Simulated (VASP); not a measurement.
P, a slab with vacuum:

```xyz
4
Lattice="3.3228 0.0000 0.0000 0.0000 4.1648 0.0000 0.0000 0.0000 30.3377" Properties=species:S:1:pos:R:3 pbc="T T T"
P     0.0000    2.3818   14.0844
P     1.6614    3.8654   14.0844
P     1.6614    0.2994   16.2533
P     0.0000    1.7830   16.2533
```

This cell differs from its parent crystal: a layer taken out of the bulk.

Base run:

```yaml
Program: VASP 6.6.1
Functional: PBE
Dispersion: D3(BJ)
Potentials_or_basis: VASP PAW PBE potentials, release 64 (P)
Cutoff: 520 eV
k_mesh: 6 × 4 × 1
Occupations: gaussian, width 0.1 eV
Spin: no spin polarisation
```

Its results: band gap on the k mesh 0.32 eV; largest force 0.224 eV/Å.

Problem. The run is repeated on the same cell with these changes: k mesh from 6 × 4 × 1 to 10 × 8 × 1; occupations from gaussian, width 0.1 eV to gaussian, width 0.02 eV. What comes out?

Solution. Band gap on the k mesh 0.25 eV (least direct gap 0.33 eV); largest force 0.204 eV/Å.

A k mesh can miss the band edges.
